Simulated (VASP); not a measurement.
# GdN (P4/nmm) in VASP: single point with PBE+U

Aim: the single point of GdN with PBE+U.

Everything below comes from runs of VASP 6.6.1. Logs are shortened: lines on timing, memory, paths and dates and some standing lists are left out, and cuts for length are marked.

**1. The cell of the first run**

Symmetry: P4/nmm, No. 129, tetragonal system. The conventional cell has a = 4.325 Å, b = 4.325 Å, c = 3.594 Å, α = 90.00°, β = 90.00°, γ = 90.00°. Gd (site symmetry 4mm) has 4 N at 2.33 Å within 3.1 Å. N (site symmetry -4m2) has 4 Gd at 2.33 Å and 4 N at 3.06 Å within 3.1 Å.

**2. Single point, PBE+U**

Input file INCAR:

```
PREC = Accurate
ENCUT = 520
EDIFF = 1E-7
ISMEAR = 0
SIGMA = 0.05
LREAL = F
LASPH = T
NELM = 150
ALGO = Normal
ISIF = 2
LWAVE = F
LCHARG = F
LMAXMIX = 6
LDAU = T
LDAUTYPE = 2
LDAUL = 3 -1
LDAUU = 6 0
LDAUJ = 0 0
LDAUPRINT = 1
GGA = PE
NBANDS = 31
```

Input file KPOINTS:

```
Automatic mesh
0
Gamma
  8 8 8
```

Input file POSCAR:

```
GdN
1.0
    4.3247826489      0.0000000000      0.0000000000
    0.0000000000      4.3247826489      0.0000000000
    0.0000000000      0.0000000000      3.5938191369
Gd N
2 2
Direct
    0.5000000000      0.0000000000      0.2439616392
    0.0000000000      0.5000000000      0.7560383608
    0.0000000000      0.0000000000      0.0000000000
    0.5000000000      0.5000000000      0.0000000000
```

Potentials or basis: VASP PAW PBE potentials, release 64 (Gd, N).

Command:

```sh
cat potpaw_PBE.64/Gd/POTCAR potpaw_PBE.64/N/POTCAR > POTCAR
mpirun -np 1 vasp_std > vasp.out
```

OUTCAR:

```text
PREC = Accurate
   ENCUT = 520
   EDIFF = 1E-7
   ISMEAR = 0
   LREAL = F
   LASPH = T
   NELM = 150
   ISIF = 2
   GGA = PE

 ion  position               nearest neighbor table
   1  0.500  0.000  0.244-   3 2.33   4 2.33   4 2.33   3 2.33   2 3.53   2 3.53   2 3.53   2 3.53

   2  0.000  0.500  0.756-   3 2.33   4 2.33   3 2.33   4 2.33   1 3.53   1 3.53   1 3.53   1 3.53

   3  0.000  0.000  0.000-   1 2.33   2 2.33   2 2.33   1 2.33
   4  0.500  0.500  0.000-   1 2.33   2 2.33   1 2.33   2 2.33

  LATTYP: Found a simple tetragonal cell.
 ALAT       =     4.3247826489
 C/A-ratio  =     0.8309826016

  Lattice vectors:

 A1 = (   4.3247826489,   0.0000000000,   0.0000000000)
 A2 = (   0.0000000000,   4.3247826489,   0.0000000000)
 A3 = (   0.0000000000,   0.0000000000,   3.5938191369)

Analysis of symmetry for initial positions (statically):
=====================================================================
 Subroutine PRICEL returns:
 Original cell was already a primitive cell.

 Routine SETGRP: Setting up the symmetry group for a
 simple tetragonal supercell.

 Subroutine GETGRP returns: Found 16 space group operations
 (whereof  8 operations were pure point group operations)
 out of a pool of 16 trial point group operations.

The static configuration has the point symmetry D_2d.
 The point group associated with its full space group is D_4h.

Analysis of symmetry for dynamics (positions and initial velocities):
=====================================================================
 Subroutine PRICEL returns:
 Original cell was already a primitive cell.

 Routine SETGRP: Setting up the symmetry group for a
 simple tetragonal supercell.

 Subroutine GETGRP returns: Found 16 space group operations
 (whereof  8 operations were pure point group operations)
 out of a pool of 16 trial point group operations.

The dynamic configuration has the point symmetry D_2d.
 The point group associated with its full space group is D_4h.

 Subroutine INISYM returns: Found 16 space group operations
 (whereof  8 operations are pure point group operations),
 and found     1 'primitive' translations

----------------------------------------------------------------------------------------

                                     Primitive cell

  volume of cell :      67.2179

  direct lattice vectors                    reciprocal lattice vectors
     4.324782649  0.000000000  0.000000000     0.231225493  0.000000000  0.000000000
     0.000000000  4.324782649  0.000000000     0.000000000  0.231225493  0.000000000
[... 151 lines left out ...]
  0.0000  0.0000 -0.0000  0.0000  0.0255  0.0000  0.0927
  0.0000  0.0000 -0.0000 -0.0000  0.0000  0.0242  0.0000
  0.0000 -0.0000 -0.0000  0.0000  0.0927  0.0000  0.7843

 occupancies and eigenvectors

  o =  0.0143  v = -0.1195 -0.0000 -0.9928 -0.0000  0.0000 -0.0000 -0.0000  0.0000  0.0000  0.0000  0.0000  0.0000  0.0000  0.0000      0.0000  0.0000  0.0000  0.0000  0.0000  0.0000  0.0000  0.0000  0.0000  0.0000  0.0000  0.0000  0.0000  0.0000
  o =  0.0143  v =  0.0000  0.0000  0.0000  0.0000  0.0000  0.0000  0.0000 -0.1195 -0.0000 -0.9928 -0.0000  0.0000 -0.0000 -0.0000      0.0000  0.0000  0.0000  0.0000  0.0000  0.0000  0.0000  0.0000  0.0000  0.0000  0.0000  0.0000  0.0000  0.0000
  o =  0.0143  v =  0.0000 -0.0000  0.0000 -0.0000  0.9928  0.0000 -0.1195  0.0000  0.0000  0.0000  0.0000  0.0000  0.0000  0.0000      0.0000  0.0000  0.0000  0.0000  0.0000  0.0000  0.0000  0.0000  0.0000  0.0000  0.0000  0.0000  0.0000  0.0000
  o =  0.0143  v =  0.0000  0.0000  0.0000  0.0000  0.0000  0.0000  0.0000  0.0000 -0.0000  0.0000 -0.0000  0.9928  0.0000 -0.1195      0.0000  0.0000  0.0000  0.0000  0.0000  0.0000  0.0000  0.0000  0.0000  0.0000  0.0000  0.0000  0.0000  0.0000
  o =  0.0242  v =  0.0000  0.0000  0.0000  0.0000  0.0000 -1.0000 -0.0000  0.0000  0.0000  0.0000  0.0000  0.0000  0.0000  0.0000      0.0000  0.0000  0.0000  0.0000  0.0000  0.0000  0.0000  0.0000  0.0000  0.0000  0.0000  0.0000  0.0000  0.0000
  o =  0.0242  v =  0.0000  0.0000  0.0000  0.0000  0.0000  0.0000  0.0000  0.0000  0.0000  0.0000  0.0000  0.0000 -1.0000 -0.0000      0.0000  0.0000  0.0000  0.0000  0.0000  0.0000  0.0000  0.0000  0.0000  0.0000  0.0000  0.0000  0.0000  0.0000
  o =  0.7955  v = -0.0000 -0.0000 -0.0000 -0.0000  0.1195  0.0000  0.9928  0.0000  0.0000  0.0000  0.0000  0.0000  0.0000  0.0000      0.0000  0.0000  0.0000  0.0000  0.0000  0.0000  0.0000  0.0000  0.0000  0.0000  0.0000  0.0000  0.0000  0.0000
  o =  0.7955  v =  0.0000  0.0000  0.0000  0.0000  0.0000  0.0000  0.0000  0.9928  0.0000 -0.1195 -0.0000  0.0000  0.0000  0.0000      0.0000  0.0000  0.0000  0.0000  0.0000  0.0000  0.0000  0.0000  0.0000  0.0000  0.0000  0.0000  0.0000  0.0000
  o =  0.7955  v =  0.0000  0.0000  0.0000  0.0000  0.0000  0.0000  0.0000 -0.0000 -0.0000 -0.0000 -0.0000  0.1195  0.0000  0.9928      0.0000  0.0000  0.0000  0.0000  0.0000  0.0000  0.0000  0.0000  0.0000  0.0000  0.0000  0.0000  0.0000  0.0000
  o =  0.7955  v =  0.9928  0.0000 -0.1195 -0.0000  0.0000  0.0000  0.0000  0.0000  0.0000  0.0000  0.0000  0.0000  0.0000  0.0000      0.0000  0.0000  0.0000  0.0000  0.0000  0.0000  0.0000  0.0000  0.0000  0.0000  0.0000  0.0000  0.0000  0.0000
  o =  0.9820  v =  0.0000  0.0000  0.0000  0.0000  0.0000  0.0000  0.0000  0.0000 -1.0000  0.0000  0.0000 -0.0000 -0.0000 -0.0000      0.0000  0.0000  0.0000  0.0000  0.0000  0.0000  0.0000  0.0000  0.0000  0.0000  0.0000  0.0000  0.0000  0.0000
  o =  0.9820  v =  0.0000 -1.0000  0.0000  0.0000 -0.0000 -0.0000 -0.0000  0.0000  0.0000  0.0000  0.0000  0.0000  0.0000  0.0000      0.0000  0.0000  0.0000  0.0000  0.0000  0.0000  0.0000  0.0000  0.0000  0.0000  0.0000  0.0000  0.0000  0.0000
  o =  0.9850  v =  0.0000  0.0000  0.0000  0.0000  0.0000  0.0000  0.0000 -0.0000 -0.0000  0.0000 -1.0000 -0.0000 -0.0000 -0.0000      0.0000  0.0000  0.0000  0.0000  0.0000  0.0000  0.0000  0.0000  0.0000  0.0000  0.0000  0.0000  0.0000  0.0000
  o =  0.9850  v = -0.0000 -0.0000  0.0000 -1.0000 -0.0000 -0.0000 -0.0000  0.0000  0.0000  0.0000  0.0000  0.0000  0.0000  0.0000      0.0000  0.0000  0.0000  0.0000  0.0000  0.0000  0.0000  0.0000  0.0000  0.0000  0.0000  0.0000  0.0000  0.0000

atom =   2  type =  1  l = 3

 onsite density matrix

spin component  1

  0.7843  0.0000 -0.0927  0.0000  0.0000  0.0000  0.0000
  0.0000  0.9820 -0.0000  0.0000  0.0000  0.0000 -0.0000
 -0.0927 -0.0000  0.0255 -0.0000 -0.0000 -0.0000 -0.0000
  0.0000  0.0000 -0.0000  0.9850  0.0000  0.0000  0.0000
  0.0000  0.0000 -0.0000  0.0000  0.0255  0.0000  0.0927
  0.0000  0.0000 -0.0000  0.0000  0.0000  0.0242  0.0000
  0.0000 -0.0000 -0.0000  0.0000  0.0927  0.0000  0.7843

spin component  2

  0.7843  0.0000 -0.0927  0.0000  0.0000  0.0000  0.0000
  0.0000  0.9820 -0.0000  0.0000  0.0000  0.0000 -0.0000
 -0.0927 -0.0000  0.0255 -0.0000 -0.0000 -0.0000 -0.0000
  0.0000  0.0000 -0.0000  0.9850  0.0000  0.0000  0.0000
  0.0000  0.0000 -0.0000  0.0000  0.0255  0.0000  0.0927
  0.0000  0.0000 -0.0000  0.0000  0.0000  0.0242  0.0000
  0.0000 -0.0000 -0.0000  0.0000  0.0927  0.0000  0.7843

 occupancies and eigenvectors

  o =  0.0143  v =  0.0000  0.0000  0.0000  0.0000  0.0000  0.0000  0.0000  0.0000 -0.0000  0.0000  0.0000  0.9928 -0.0000 -0.1195      0.0000  0.0000  0.0000  0.0000  0.0000  0.0000  0.0000  0.0000  0.0000  0.0000  0.0000  0.0000  0.0000  0.0000
  o =  0.0143  v =  0.0000 -0.0000  0.0000  0.0000  0.9928 -0.0000 -0.1195  0.0000  0.0000  0.0000  0.0000  0.0000  0.0000  0.0000      0.0000  0.0000  0.0000  0.0000  0.0000  0.0000  0.0000  0.0000  0.0000  0.0000  0.0000  0.0000  0.0000  0.0000
  o =  0.0143  v = -0.1195  0.0000 -0.9928  0.0000  0.0000  0.0000  0.0000  0.0000  0.0000  0.0000  0.0000  0.0000  0.0000  0.0000      0.0000  0.0000  0.0000  0.0000  0.0000  0.0000  0.0000  0.0000  0.0000  0.0000  0.0000  0.0000  0.0000  0.0000
  o =  0.0143  v =  0.0000  0.0000  0.0000  0.0000  0.0000  0.0000  0.0000 -0.1195  0.0000 -0.9928  0.0000  0.0000  0.0000  0.0000      0.0000  0.0000  0.0000  0.0000  0.0000  0.0000  0.0000  0.0000  0.0000  0.0000  0.0000  0.0000  0.0000  0.0000
  o =  0.0242  v =  0.0000  0.0000  0.0000  0.0000  0.0000  0.0000  0.0000  0.0000  0.0000  0.0000 -0.0000  0.0000  1.0000 -0.0000      0.0000  0.0000  0.0000  0.0000  0.0000  0.0000  0.0000  0.0000  0.0000  0.0000  0.0000  0.0000  0.0000  0.0000
  o =  0.0242  v =  0.0000  0.0000  0.0000 -0.0000  0.0000  1.0000 -0.0000  0.0000  0.0000  0.0000  0.0000  0.0000  0.0000  0.0000      0.0000  0.0000  0.0000  0.0000  0.0000  0.0000  0.0000  0.0000  0.0000  0.0000  0.0000  0.0000  0.0000  0.0000
  o =  0.7955  v =  0.0000  0.0000  0.0000  0.0000  0.0000  0.0000  0.0000 -0.9928  0.0000  0.1195 -0.0000 -0.0000 -0.0000 -0.0000      0.0000  0.0000  0.0000  0.0000  0.0000  0.0000  0.0000  0.0000  0.0000  0.0000  0.0000  0.0000  0.0000  0.0000
  o =  0.7955  v = -0.9928  0.0000  0.1195 -0.0000 -0.0000 -0.0000 -0.0000  0.0000  0.0000  0.0000  0.0000  0.0000  0.0000  0.0000      0.0000  0.0000  0.0000  0.0000  0.0000  0.0000  0.0000  0.0000  0.0000  0.0000  0.0000  0.0000  0.0000  0.0000
  o =  0.7955  v =  0.0000  0.0000  0.0000 -0.0000  0.1195 -0.0000  0.9928  0.0000  0.0000  0.0000  0.0000  0.0000  0.0000  0.0000      0.0000  0.0000  0.0000  0.0000  0.0000  0.0000  0.0000  0.0000  0.0000  0.0000  0.0000  0.0000  0.0000  0.0000
  o =  0.7955  v =  0.0000  0.0000  0.0000  0.0000  0.0000  0.0000  0.0000  0.0000 -0.0000  0.0000  0.0000  0.1195  0.0000  0.9928      0.0000  0.0000  0.0000  0.0000  0.0000  0.0000  0.0000  0.0000  0.0000  0.0000  0.0000  0.0000  0.0000  0.0000
  o =  0.9820  v =  0.0000  0.0000  0.0000  0.0000  0.0000  0.0000  0.0000  0.0000  1.0000  0.0000 -0.0000  0.0000 -0.0000 -0.0000      0.0000  0.0000  0.0000  0.0000  0.0000  0.0000  0.0000  0.0000  0.0000  0.0000  0.0000  0.0000  0.0000  0.0000
  o =  0.9820  v =  0.0000  1.0000  0.0000 -0.0000  0.0000  0.0000  0.0000  0.0000  0.0000  0.0000  0.0000  0.0000  0.0000  0.0000      0.0000  0.0000  0.0000  0.0000  0.0000  0.0000  0.0000  0.0000  0.0000  0.0000  0.0000  0.0000  0.0000  0.0000
  o =  0.9850  v =  0.0000  0.0000  0.0000  0.0000  0.0000  0.0000  0.0000  0.0000  0.0000  0.0000  1.0000 -0.0000 -0.0000 -0.0000      0.0000  0.0000  0.0000  0.0000  0.0000  0.0000  0.0000  0.0000  0.0000  0.0000  0.0000  0.0000  0.0000  0.0000
  o =  0.9850  v =  0.0000  0.0000  0.0000  1.0000 -0.0000  0.0000  0.0000  0.0000  0.0000  0.0000  0.0000  0.0000  0.0000  0.0000      0.0000  0.0000  0.0000  0.0000  0.0000  0.0000  0.0000  0.0000  0.0000  0.0000  0.0000  0.0000  0.0000  0.0000

 number of electron      45.9999995 magnetization

 Free energy of the ion-electron system (eV)
  ---------------------------------------------------
  ext. energy  EPLUGINS =         0.00000000
  ---------------------------------------------------
  free energy    TOTEN  =       -20.17374879 eV

  energy without entropy =      -20.16833937  energy(sigma->0) =      -20.17104408

 E-fermi :   3.5958     XC(G=0): -11.0545

 val. band max:        3.5867755710   @ k =   0.2500   0.1250   0.1250
 cond. band min:       3.6060519900   @ k =   0.3750   0.3750   0.1250
 fundamental gap:      0.0192764190
 Fermi energy:         3.5957735792

 k-point     1 :       0.0000    0.0000    0.0000
  band No.  band energies     occupation
      1     -38.4060      2.00000
      2     -38.2709      2.00000
      3     -17.3612      2.00000
      4     -16.9229      2.00000
      5     -16.2453      2.00000
      6     -16.2453      2.00000
[... 805 lines left out ...]
     30       5.5619      0.00000
     31       5.7444      0.00000

 [... further k-points ...]

------------------------ aborting loop because EDIFF is reached ----------------------------------------

  FORCE on cell =-STRESS in cart. coord.  units (eV):
  Direction    XX          YY          ZZ          XY          YZ          ZX
  --------------------------------------------------------------------------------------
  -------------------------------------------------------------------------------------
  Total       -1.9015259     -1.9015259     -0.3413650      0.0000000      0.0000000      0.0000000
  in kB      -45.3239800    -45.3239800     -8.1366336      0.0000000      0.0000000      0.0000000
  external PRESSURE =     -32.9281978 kB  Pullay stress =       0.0000000 kB

 VOLUME and BASIS-vectors are now :
 -----------------------------------------------------------------------------
  energy-cutoff  :      520.00
  volume of cell :       67.22
      direct lattice vectors                 reciprocal lattice vectors
     4.324782649  0.000000000  0.000000000     0.231225493  0.000000000  0.000000000
     0.000000000  4.324782649  0.000000000     0.000000000  0.231225493  0.000000000
     0.000000000  0.000000000  3.593819137     0.000000000  0.000000000  0.278255516

 POSITION                                       TOTAL-FORCE (eV/Angst)
 -----------------------------------------------------------------------------------
      2.16239      0.00000      0.87675         0.000000     -0.000000      0.109388
      0.00000      2.16239      2.71707        -0.000000      0.000000     -0.109388
      0.00000      0.00000      0.00000         0.000000     -0.000000      0.000000
      2.16239      2.16239      0.00000         0.000000     -0.000000      0.000000
 -----------------------------------------------------------------------------------
    total drift:                                0.000000      0.000000     -0.000000

  FREE ENERGIE OF THE ION-ELECTRON SYSTEM (eV)
  ---------------------------------------------------
  free  energy   TOTEN  =       -20.1737487850 eV

  energy  without entropy=      -20.1683393724  energy(sigma->0) =      -20.17104408
```

It took 12 min on 1 thread of Intel Xeon Platinum 8488C (Sapphire Rapids), shared host; peak memory 0.29 GiB.

What came out:

* Free energy: -20.1737 eV
* Pressure: -3.3 GPa
* Largest force: 0.109 eV/Å
* Band gap on the k mesh: zero (bands 23 and 24 overlap by 0.96 eV)

Forces on the atoms (eV/Å):
```
Gd   0.000  0.000  0.109
Gd   0.000  0.000 -0.109
N    0.000  0.000  0.000
N    0.000  0.000  0.000
```

Eigenvalues of the final occupation matrices:
```tsv
site	spin	trace	eigenvalues
site 1 f	1	3.61	0.01 0.01 0.02 0.80 0.80 0.98 0.98
site 1 f	2	3.61	0.01 0.01 0.02 0.80 0.80 0.98 0.98
site 2 f	1	3.61	0.01 0.01 0.02 0.80 0.80 0.98 0.98
site 2 f	2	3.61	0.01 0.01 0.02 0.80 0.80 0.98 0.98
```

Caveat: the cell stands under tension; spin-orbit coupling is left out, which moves the levels of the heavy elements; the run has no spin polarisation, though such a crystal can be magnetic; U without spin polarisation on a metal has little footing. Spin polarisation is off, so any magnetic state and its effect on volume and gap are missing.
